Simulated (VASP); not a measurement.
# Cu (Fm-3m) in VASP: notebook

Cu is run at these levels: PBE; tasks: single point.

Program: VASP 6.6.1. These are calculated values, not measurements. Logs are shortened: lines on timing, memory, paths and dates and some standing lists are left out, and cuts for length are marked.

## 1. The cell of the first run

It takes space group Fm-3m (No. 225, cubic). The conventional cell has a = 3.615 Å, b = 3.615 Å, c = 3.615 Å, α = 90.00°, β = 90.00°, γ = 90.00°. Within 3.4 Å of Cu (site symmetry m-3m) lie 12 Cu at 2.56 Å.

## 2. Single point, PBE

Input file INCAR:

```
PREC     = Accurate       # precision mode
ENCUT    = 520            # plane-wave cutoff, eV
EDIFF    = 1E-6           # SCF threshold, eV
ISMEAR   = 0              # smearing method
SIGMA    = 0.15           # smearing width, eV
LREAL    = F              # projectors in reciprocal space
LASPH    = T              # aspherical terms in the spheres
NELM     = 80             # most SCF steps
ALGO     = Fast           # electronic algorithm
ISIF     = 2              # what is computed and relaxed
LWAVE    = F              # write WAVECAR
LCHARG   = F              # write CHGCAR
GGA      = PE             # functional
NBANDS   = 18             # bands
```

Input file KPOINTS:

```
regular mesh
0
Gamma
  18 18 14
```

Input file POSCAR:

```
Cu
1.0
    0.0000000000     -1.8075000000     -1.8075000000
    0.0000000000      1.8075000000     -1.8075000000
    3.6150000000      0.0000000000      0.0000000000
Cu
2
Direct
    0.5000000000      0.5000000000      0.5000000000
    0.0000000000      0.0000000000      0.0000000000
```

Potentials or basis: VASP PAW PBE potentials, release 64 (Cu).

The run is started by

```bash
$ cat potpaw_PBE.64/Cu/POTCAR > POTCAR
$ mpirun -np 1 vasp_std > vasp.out
```

OUTCAR:

```text
PREC = Accurate
   ENCUT = 520
   EDIFF = 1E-6
   ISMEAR = 0
   LREAL = F
   LASPH = T
   NELM = 80
   ISIF = 2
   GGA = PE

 ion  position               nearest neighbor table
   1  0.500  0.500  0.500-   2 2.56   2 2.56   2 2.56   2 2.56   2 2.56   2 2.56   2 2.56   2 2.56

   2  0.000  0.000  0.000-   1 2.56   1 2.56   1 2.56   1 2.56   1 2.56   1 2.56   1 2.56   1 2.56

  LATTYP: Found a simple tetragonal cell.
 ALAT       =     2.5561910140
 C/A-ratio  =     1.4142135624

  Lattice vectors:

 A1 = (   0.0000000000,  -1.8075000000,  -1.8075000000)
 A2 = (   0.0000000000,   1.8075000000,  -1.8075000000)
 A3 = (   3.6150000000,   0.0000000000,   0.0000000000)

Analysis of symmetry for initial positions (statically):
=====================================================================
 Subroutine PRICEL returns following result:

  LATTYP: Found a face centered cubic cell.
 ALAT       =     3.6150000000

  Lattice vectors:

 A1 = (  -1.8075000000,   0.0000000000,   1.8075000000)
 A2 = (  -1.8075000000,  -1.8075000000,   0.0000000000)
 A3 = (  -0.0000000000,  -1.8075000000,   1.8075000000)

   2 primitive cells build up your supercell.

 Routine SETGRP: Setting up the symmetry group for a
 simple tetragonal supercell.

 Subroutine GETGRP returns: Found 16 space group operations
 (whereof 16 operations were pure point group operations)
 out of a pool of 16 trial point group operations.

The static configuration has the point symmetry D_4h.

Analysis of symmetry for dynamics (positions and initial velocities):
=====================================================================
 Subroutine PRICEL returns following result:

  LATTYP: Found a face centered cubic cell.
 ALAT       =     3.6150000000

  Lattice vectors:

 A1 = (  -1.8075000000,   0.0000000000,   1.8075000000)
 A2 = (  -1.8075000000,  -1.8075000000,   0.0000000000)
 A3 = (  -0.0000000000,  -1.8075000000,   1.8075000000)

   2 primitive cells build up your supercell.

 Routine SETGRP: Setting up the symmetry group for a
 simple tetragonal supercell.

 Subroutine GETGRP returns: Found 16 space group operations
 (whereof 16 operations were pure point group operations)
 out of a pool of 16 trial point group operations.

The dynamic configuration has the point symmetry D_4h.

 Subroutine INISYM returns: Found 16 space group operations
 (whereof 16 operations are pure point group operations),
 and found     2 'primitive' translations

----------------------------------------------------------------------------------------

                                     Primitive cell

  volume of cell :      11.8104

  direct lattice vectors                    reciprocal lattice vectors
    -1.807500000  0.000000000  1.807500000    -0.276625173  0.276625173  0.276625173
    -1.807500000 -1.807500000  0.000000000    -0.276625173 -0.276625173 -0.276625173
    -0.000000000 -1.807500000  1.807500000     0.276625173 -0.276625173  0.276625173

  length of vectors
     2.556191014  2.556191014  2.556191014     0.479128854  0.479128854  0.479128854

  position of ions in fractional coordinates (direct lattice)
     0.000000000  0.000000000  1.000000000

  ion indices of the primitive-cell ions
   primitive index   ion index
                 1           1

----------------------------------------------------------------------------------------

 KPOINTS: regular mesh

Automatic generation of k-mesh.
 Grid dimensions read from file:
 generate k-points for:   18   18   14

 Generating k-lattice:

  Cartesian coordinates                     Fractional coordinates (reciprocal lattice)
     0.000000000 -0.015368065 -0.015368065     0.055555556  0.000000000  0.000000000
     0.000000000  0.015368065 -0.015368065     0.000000000  0.055555556  0.000000000
     0.019758941  0.000000000  0.000000000     0.000000000  0.000000000  0.071428571

  Length of vectors
     0.021733726  0.021733726  0.019758941

  Shift w.r.t. Gamma in fractional coordinates (k-lattice)
     0.000000000  0.000000000  0.000000000

 Subroutine IBZKPT returns following result:
 ===========================================

 Found    440 irreducible k-points:

 Following reciprocal coordinates:
            Coordinates               Weight
  0.000000  0.000000  0.000000      1.000000
  0.055556  0.000000  0.000000      4.000000
  0.111111  0.000000  0.000000      4.000000
  0.166667  0.000000  0.000000      4.000000
  0.222222  0.000000  0.000000      4.000000
  0.277778  0.000000  0.000000      4.000000
[... 16 lines left out ...]
  0.277778  0.111111  0.000000      8.000000
  0.333333  0.111111  0.000000      8.000000
 [... further k-points ...]
   k-points           NKPTS =    440   k-points in BZ     NKDIM =    440   number of bands    NBANDS=     18
   number of dos      NEDOS =    301   number of ions     NIONS =      2
   total plane-waves  NPLWV =  11200
   dimension x,y,z NGX =    20 NGY =   20 NGZ =   28
   dimension x,y,z NGXF=    40 NGYF=   40 NGZF=   56
   ions per type =               2
   NGX,Y,Z   is equivalent  to a cutoff of  13.01, 13.01, 12.88 a.u.
   NGXF,Y,Z  is equivalent  to a cutoff of  26.01, 26.01, 25.75 a.u.
 SYSTEM =  unknown system
   PREC   = accura    normal or accurate (medium, high low for compatibility)
   ISTART =      0    job   : 0-new  1-cont  2-samecut
   ICHARG =      2    charge: 1-file 2-atom 10-const
   ISPIN  =      1    spin polarized calculation?
   LNONCOLLINEAR =      F non collinear calculations
   LSORBIT =      F    spin-orbit coupling
   LASPH  =      T    aspherical Exc in radial PAW
   ENCUT  =  520.0 eV  38.22 Ry    6.18 a.u.   4.75  4.75  6.72*2*pi/ulx,y,z
   NELM   =     80;   NELMIN=  2; NELMDL= -5     # of ELM steps
   EDIFF  = 0.1E-05   stopping-criterion for ELM
   LREAL  =      F    real-space projection
   EDIFFG = 0.1E-04   stopping-criterion for IOM
   NSW    =      0    number of steps for IOM
   IBRION =     -1    ionic relax: 0-MD 1-quasi-New 2-CG
   NFREE  =      0    steps in history (QN), initial steepest desc. (CG)
   ISIF   =      2    stress and relaxation
   ISYM   =      2    0-nonsym 1-usesym 2-fastsym
   POTIM  = 0.5000    time-step for ionic-motion
   TEBEG  =    0.0;   TEEND  =   0.0 temperature during run
   PSTRESS=    0.0 pullay stress
   NELECT =      22.0000    total number of electrons
   NUPDOWN=      -1.0000    fix difference up-down
   EMIN   =  10.00;   EMAX   =-10.00  energy-range for DOS
   EFERMI =   0.00;   METHOD = LEGACY
   ISMEAR =     0;   SIGMA  =   0.15  broadening in eV -4-tet -1-fermi 0-gaus
   EFERMI_NEDOS =   21; number of points for ismear=-14 and -15
   IALGO  =     68    algorithm
   IMIX   =      4    mixing-type and parameters
     AMIX     =   0.40;   BMIX     =  1.00
     AMIX_MAG =   1.60;   BMIX_MAG =  1.00
  volume/ion in A,a.u.               =      11.81        79.70
  Fermi-wavevector in a.u.,A,eV,Ry     =   1.598763  3.021224 34.777078  2.556043
  Thomas-Fermi vector in A             =   2.696162
   LORBIT       =      0    0 simple, 1 ext, 2 COOP (PROOUT), +10 PAW based schemes
   GGA     = PE    functional components
   LHFCALC =     F    Hartree Fock is set to
   AEXX    =    0.0000 exact exchange contribution
   IVDW    =     0    specifies the selected vdW correction
   LEPSILON=     F    determine dielectric tensor
   LRPA    =     F    only Hartree local field effects (RPA)
 non-spin polarized calculation
 RMM-DIIS sequential band-by-band and
 Gauss-broadening in eV      SIGMA  =   0.15
  energy-cutoff  :      520.00
  volume of cell :       23.62
 maximum number of plane-waves:       664
 NGX is ok and might be reduce to    20
   NGX =  9   NGY =  9   NGZ = 13

 number of electron      21.9999942 magnetization

 Free energy of the ion-electron system (eV)
  ---------------------------------------------------
  ext. energy  EPLUGINS =         0.00000000
  ---------------------------------------------------
  free energy    TOTEN  =        -7.45660235 eV

  energy without entropy =       -7.44989296  energy(sigma->0) =       -7.45324765

 E-fermi :   7.6040     XC(G=0): -12.7261

 val. band max:        7.5903403617   @ k =   0.4444   0.3889   0.0000
 cond. band min:       7.6055277140   @ k =   0.5000   0.1667   0.1429
 fundamental gap:      0.0151873523
 Fermi energy:         7.6039812366

 k-point     1 :       0.0000    0.0000    0.0000
  band No.  band energies     occupation
      1      -1.7659      2.00000
      2       2.7046      2.00000
      3       3.1647      2.00000
      4       4.5564      2.00000
      5       4.5564      2.00000
      6       4.5579      2.00000
[... 10 lines left out ...]
     17      27.8434      0.00000
     18      30.1797      0.00000

 k-point     2 :       0.0556    0.0000    0.0000
  band No.  band energies     occupation
      1      -1.6908      2.00000
      2       2.7397      2.00000
      3       3.1856      2.00000
      4       4.5387      2.00000
      5       4.5696      2.00000
      6       4.5753      2.00000
[... 10 lines left out ...]
     17      28.3872      0.00000
     18      29.8367      0.00000

 k-point     3 :       0.1111    0.0000    0.0000
  band No.  band energies     occupation
      1      -1.4671      2.00000
      2       2.8405      2.00000
      3       3.2465      2.00000
      4       4.4881      2.00000
      5       4.6085      2.00000
      6       4.6223      2.00000
[... 10 lines left out ...]
     17      28.6196      0.00000
     18      29.8076      0.00000

 k-point     4 :       0.1667    0.0000    0.0000
  band No.  band energies     occupation
      1      -1.0996      2.00000
      2       2.9947      2.00000
      3       3.3414      2.00000
      4       4.4113      2.00000
      5       4.6718      2.00000
      6       4.6820      2.00000
[... 375 lines left out ...]
      4       4.1948      2.00000
      5       4.7219      2.00000
      6       4.8070      2.00000
[... 10 lines left out ...]
     17      26.0553      0.00000
     18      29.8633      0.00000

 k-point    23 :       0.2778    0.1111    0.0000
  band No.  band energies     occupation
      1       0.2910      2.00000
      2       3.4512      2.00000
      3       3.6697      2.00000
      4       4.0936      2.00000
      5       4.4586      2.00000
      6       4.7554      2.00000
[... 10 lines left out ...]
     17      24.3083      0.00000
     18      29.7862      0.00000

 k-point    24 :       0.3333    0.1111    0.0000
  band No.  band energies     occupation
      1       0.9839      2.00000
      2       3.6293      2.00000
      3       3.7255      2.00000
      4       4.0033      2.00000
      5       4.2406      2.00000
      6       4.6471      2.00000
[... 10 lines left out ...]
     17      22.6718      0.00000
     18      28.4277      0.00000

 [... further k-points ...]

------------------------ aborting loop because EDIFF is reached ----------------------------------------

  FORCE on cell =-STRESS in cart. coord.  units (eV):
  Direction    XX          YY          ZZ          XY          YZ          ZX
  --------------------------------------------------------------------------------------
  -------------------------------------------------------------------------------------
  Total        0.3808436      0.4343518      0.4343518     -0.0000000      0.0000000      0.0000000
  in kB       25.8322531     29.4616637     29.4616637     -0.0000000      0.0000000      0.0000000
  external PRESSURE =      28.2518601 kB  Pullay stress =       0.0000000 kB

 VOLUME and BASIS-vectors are now :
 -----------------------------------------------------------------------------
  energy-cutoff  :      520.00
  volume of cell :       23.62
      direct lattice vectors                 reciprocal lattice vectors
     0.000000000 -1.807500000 -1.807500000     0.000000000 -0.276625173 -0.276625173
     0.000000000  1.807500000 -1.807500000     0.000000000  0.276625173 -0.276625173
     3.615000000  0.000000000  0.000000000     0.276625173  0.000000000  0.000000000

 POSITION                                       TOTAL-FORCE (eV/Angst)
 -----------------------------------------------------------------------------------
      1.80750      0.00000     -1.80750        -0.000000     -0.000000      0.000000
      0.00000      0.00000      0.00000         0.000000      0.000000     -0.000000
 -----------------------------------------------------------------------------------
    total drift:                                0.000000      0.000000     -0.000000

  FREE ENERGIE OF THE ION-ELECTRON SYSTEM (eV)
  ---------------------------------------------------
  free  energy   TOTEN  =        -7.4566023511 eV

  energy  without entropy=       -7.4498929574  energy(sigma->0) =       -7.45324765
```

It took 2.3 min on 1 thread of Intel Xeon Platinum 8259CL at 2.50GHz (Skylake/Cascade Lake), shared host; peak memory 0.26 GiB.

What came out:

```yaml
Free_energy: -7.4566 eV
Pressure: 2.8 GPa
Band_gap_on_the_k_mesh: zero (band 11 reaches 13.79 eV, above the bottom of band 12 at 5.65 eV)
```

[end of part 1 of 2]
